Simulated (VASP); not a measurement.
# MnNbN2 (P4/mmm) in VASP: single point with PBE

Aim: the single point of MnNbN2 with PBE.

Program: VASP 6.6.1. These are calculated values, not measurements. Logs are shortened: lines on timing, memory, paths and dates and some standing lists are left out, and cuts for length are marked.

## (1) The cell of the first run

The structure is tetragonal, space group P4/mmm (No. 123). The conventional cell has a = 3.123 Å, b = 3.123 Å, c = 4.165 Å, α = 90.00°, β = 90.00°, γ = 90.00°. Within 2.8 Å of Mn (site symmetry 4/mmm) lie 6 N at 2.08 to 2.21 Å. Within 2.8 Å of Nb (site symmetry 4/mmm) lie 6 N at 2.08 to 2.21 Å. N (site symmetry 4/mmm) has 2 Mn at 2.08 Å and 4 Nb at 2.21 Å within 2.8 Å. Within 2.8 Å of N (site symmetry 4/mmm) lie 2 Nb at 2.08 Å and 4 Mn at 2.21 Å.

The cell was built from a structure type or drawn by symmetry, and may not be a known phase.

## (2) Single point, PBE, collinear spin, ferromagnetic start

INCAR reads:

```
SYSTEM = MnNbN2
PREC     = Accurate       ! precision mode
ENCUT    = 520            ! plane-wave cutoff, eV
EDIFF    = 1E-7           ! SCF threshold, eV
ISMEAR   = 0              ! smearing method
SIGMA    = 0.1            ! smearing width, eV
LREAL    = .FALSE.        ! projectors in reciprocal space
LASPH    = .TRUE.         ! aspherical terms in the spheres
NELM     = 150            ! most SCF steps
ALGO     = Normal         ! electronic algorithm
ISIF     = 2              ! what is computed and relaxed
LWAVE    = .FALSE.        ! write WAVECAR
LCHARG   = .FALSE.        ! write CHGCAR
ISPIN    = 2              ! spin polarisation
MAGMOM   = 4 0 0 0        ! initial moments
LORBIT   = 11             ! projections on sites
LMAXMIX  = 4              ! l up to which the mixer works
GGA      = PE             ! functional
NBANDS   = 30             ! bands
```

KPOINTS reads:

```
regular mesh
0
G
  6 6 4
  0 0 0
```

POSCAR reads:

```
MnNbN2
1.0
    3.1228055400      0.0000000000      0.0000000000
    0.0000000000      3.1228055400      0.0000000000
    0.0000000000      0.0000000000      4.1653785000
Mn Nb N
1 1 2
Direct
    0.0000000000      0.0000000000      0.0000000000
    0.5000000000      0.5000000000      0.5000000000
    0.0000000000      0.0000000000      0.5000000000
    0.5000000000      0.5000000000      0.0000000000
```

Potentials or basis: VASP PAW PBE potentials, release 64 (Mn_pv, Nb_sv, N).

Command:

```sh
cat potpaw_PBE.64/Mn_pv/POTCAR potpaw_PBE.64/Nb_sv/POTCAR potpaw_PBE.64/N/POTCAR > POTCAR
mpirun -np 1 vasp_std > vasp.out
```

OUTCAR:

```text
SYSTEM = MnNbN2
   PREC = Accurate
   ENCUT = 520
   EDIFF = 1E-7
   ISMEAR = 0
   LREAL = .FALSE.
   LASPH = .TRUE.
   NELM = 150
   ISIF = 2
   ISPIN = 2
   LORBIT = 11
   GGA = PE

 ion  position               nearest neighbor table
   1  0.000  0.000  0.000-   3 2.08   3 2.08   4 2.21   4 2.21   4 2.21   4 2.21   2 3.04   2 3.04
                             2 3.04   2 3.04   2 3.04   2 3.04   2 3.04   2 3.04
   2  0.500  0.500  0.500-   4 2.08   4 2.08   3 2.21   3 2.21   3 2.21   3 2.21   1 3.04   1 3.04
                             1 3.04   1 3.04   1 3.04   1 3.04   1 3.04   1 3.04
   3  0.000  0.000  0.500-   1 2.08   1 2.08   2 2.21   2 2.21   2 2.21   2 2.21
   4  0.500  0.500  0.000-   2 2.08   2 2.08   1 2.21   1 2.21   1 2.21   1 2.21

  LATTYP: Found a simple tetragonal cell.
 ALAT       =     3.1228055400
 C/A-ratio  =     1.3338577912

  Lattice vectors:

 A1 = (   3.1228055400,   0.0000000000,   0.0000000000)
 A2 = (   0.0000000000,   3.1228055400,   0.0000000000)
 A3 = (   0.0000000000,   0.0000000000,   4.1653785000)

Analysis of symmetry for initial positions (statically):
=====================================================================
 Subroutine PRICEL returns:
 Original cell was already a primitive cell.

 Routine SETGRP: Setting up the symmetry group for a
 simple tetragonal supercell.

 Subroutine GETGRP returns: Found 16 space group operations
 (whereof 16 operations were pure point group operations)
 out of a pool of 16 trial point group operations.

The static configuration has the point symmetry D_4h.

Analysis of symmetry for dynamics (positions and initial velocities):
=====================================================================
 Subroutine PRICEL returns:
 Original cell was already a primitive cell.

 Routine SETGRP: Setting up the symmetry group for a
 simple tetragonal supercell.

 Subroutine GETGRP returns: Found 16 space group operations
 (whereof 16 operations were pure point group operations)
 out of a pool of 16 trial point group operations.

The dynamic configuration has the point symmetry D_4h.

Analysis of structural, dynamic, and magnetic symmetry:
=====================================================================
 Subroutine PRICEL returns:
 Original cell was already a primitive cell.

 Routine SETGRP: Setting up the symmetry group for a
 simple tetragonal supercell.

 Subroutine GETGRP returns: Found 16 space group operations
 (whereof 16 operations were pure point group operations)
 out of a pool of 16 trial point group operations.

The overall configuration has the point symmetry D_4h.

 Subroutine INISYM returns: Found 16 space group operations
 (whereof 16 operations are pure point group operations),
 and found     1 'primitive' translations

[... 133 lines left out ...]
 maximum number of plane-waves:      1104
 NGX is ok and might be reduce to    24
   NGX = 11   NGY = 11   NGZ = 15

 number of electron      35.9999967 magnetization       2.9755178

 Free energy of the ion-electron system (eV)
  ---------------------------------------------------
  ext. energy  EPLUGINS =         0.00000000
  ---------------------------------------------------
  free energy    TOTEN  =       -38.36296836 eV

  energy without entropy =      -38.35405726  energy(sigma->0) =      -38.35851281

 E-fermi :  11.6695     XC(G=0): -13.0816

 val. band max:       11.6497480850   @ k =   0.1667   0.1667   0.5000
 cond. band min:      11.6703679736   @ k =   0.0000   0.0000   0.0000
 fundamental gap:      0.0206198886
 Fermi energy:        11.6695058218

 spin component 1

 k-point     1 :       0.0000    0.0000    0.0000
  band No.  band energies     occupation
      1     -44.7909      1.00000
      2     -38.7223      1.00000
      3     -38.6077      1.00000
      4     -38.6077      1.00000
      5     -20.9030      1.00000
      6     -20.6819      1.00000
[... 781 lines left out ...]
     29      22.8673      0.00000
     30      23.5165      0.00000

 [... further k-points ...]

 spin component 2

 k-point     1 :       0.0000    0.0000    0.0000
  band No.  band energies     occupation
      1     -44.9541      1.00000
      2     -35.4922      1.00000
      3     -35.1100      1.00000
      4     -35.1100      1.00000
      5     -21.1274      1.00000
      6     -20.8490      1.00000
[... 781 lines left out ...]
     29      23.5975      0.00000
     30      23.8056      0.00000

 [... further k-points ...]

------------------------ aborting loop because EDIFF is reached ----------------------------------------

  FORCE on cell =-STRESS in cart. coord.  units (eV):
  Direction    XX          YY          ZZ          XY          YZ          ZX
  --------------------------------------------------------------------------------------
  -------------------------------------------------------------------------------------
  Total       -1.4970612     -1.4970612      2.6086375      0.0000000      0.0000000      0.0000000
  in kB      -59.0480793    -59.0480793    102.8916116      0.0000000      0.0000000      0.0000000
  external PRESSURE =      -5.0681823 kB  Pullay stress =       0.0000000 kB

 VOLUME and BASIS-vectors are now :
 -----------------------------------------------------------------------------
  energy-cutoff  :      520.00
  volume of cell :       40.62
      direct lattice vectors                 reciprocal lattice vectors
     3.122805540  0.000000000  0.000000000     0.320224871  0.000000000  0.000000000
     0.000000000  3.122805540  0.000000000     0.000000000  0.320224871  0.000000000
     0.000000000  0.000000000  4.165378500     0.000000000  0.000000000  0.240074221

 POSITION                                       TOTAL-FORCE (eV/Angst)
 -----------------------------------------------------------------------------------
      0.00000      0.00000      0.00000         0.000000      0.000000      0.000000
      1.56140      1.56140      2.08269         0.000000      0.000000      0.000000
      0.00000      0.00000      2.08269         0.000000      0.000000      0.000000
      1.56140      1.56140      0.00000         0.000000      0.000000      0.000000
 -----------------------------------------------------------------------------------
    total drift:                                0.000000     -0.000000     -0.000000

  FREE ENERGIE OF THE ION-ELECTRON SYSTEM (eV)
  ---------------------------------------------------
  free  energy   TOTEN  =       -38.3629683569 eV

  energy  without entropy=      -38.3540572584  energy(sigma->0) =      -38.35851281

 total charge

# of ion       s       p       d       tot
------------------------------------------
    1        0.248   6.268   5.098  11.614
    2        2.168   6.082   2.317  10.566
    3        1.240   2.491   0.000   3.730
    4        1.258   2.454   0.000   3.712
--------------------------------------------------
tot          4.913  17.295   7.415  29.623

 magnetization (x)

# of ion       s       p       d       tot
------------------------------------------
    1        0.024   0.024   3.115   3.162
    2        0.000  -0.002  -0.232  -0.234
    3        0.004   0.002   0.000   0.005
    4        0.019   0.015   0.000   0.035
--------------------------------------------------
tot          0.047   0.038   2.883   2.968
```

It took 49 s on 1 thread of Intel Xeon Platinum 8488C (Sapphire Rapids), shared host; peak memory 0.2 GiB.

Results:

* Free energy: -38.3630 eV
* Pressure: -0.5 GPa
* Net moment: 2.98 μB per cell
* Site moments: Mn +3.16; Nb -0.23; N +0.01, +0.04 μB
* Valence electrons inside the program's atomic spheres: Mn 11.61; Nb 10.57; N 3.73, 3.71

Levels at points of the mesh, in eV from the Fermi level:
Spin up:
```
           k point  band 16  band 17  band 18  band 19  band 20  band 21  band 22  band 23
(0.00, 0.00, 0.00)    -2.58    -2.58    -2.55    -2.47    -2.36    -2.24     0.78     0.89
(0.50, 0.00, 0.00)    -2.69    -2.07    -1.22    -0.90     0.51     1.21     1.36     1.56
(0.50, 0.50, 0.00)    -3.58    -2.80    -1.98    -1.93    -1.61     0.13     0.13     2.70
(0.00, 0.00, 0.50)    -3.86    -3.54    -2.47    -1.37    -1.37    -0.53     0.64     2.50
(0.50, 0.00, 0.50)    -2.04    -1.95    -1.60     0.36     1.72     1.86     2.55     3.15
(0.50, 0.50, 0.50)    -1.92    -1.76    -1.76    -1.39    -0.40     1.29     1.29     2.71
```
Spin down:
```csv
k point,band 13,band 14,band 15,band 16,band 17,band 18,band 19,band 20,band 21,band 22
"(0.00, 0.00, 0.00)",-3.86,-2.55,-2.55,-2.26,-1.39,-1.39,-0.44,-0.10,0.00,1.27
"(0.50, 0.00, 0.00)",-6.37,-4.49,-3.93,0.16,0.25,0.74,0.92,1.05,1.40,1.69
"(0.50, 0.50, 0.00)",-3.73,-3.73,-3.50,-3.50,-2.63,0.72,1.13,1.47,1.84,1.84
"(0.00, 0.00, 0.50)",-4.25,-3.87,-3.87,-3.73,-1.27,0.52,0.57,1.11,1.11,1.67
"(0.50, 0.00, 0.50)",-6.67,-5.22,-5.12,0.97,0.99,1.08,1.65,1.74,2.21,3.94
"(0.50, 0.50, 0.50)",-6.09,-5.29,-5.29,0.61,0.61,1.05,1.05,1.47,1.67,2.06
```

Caveat: the k points lie up to 0.38 Å⁻¹ apart; a cell with one magnetic atom can't hold antiferromagnetic order, which such compounds often take.
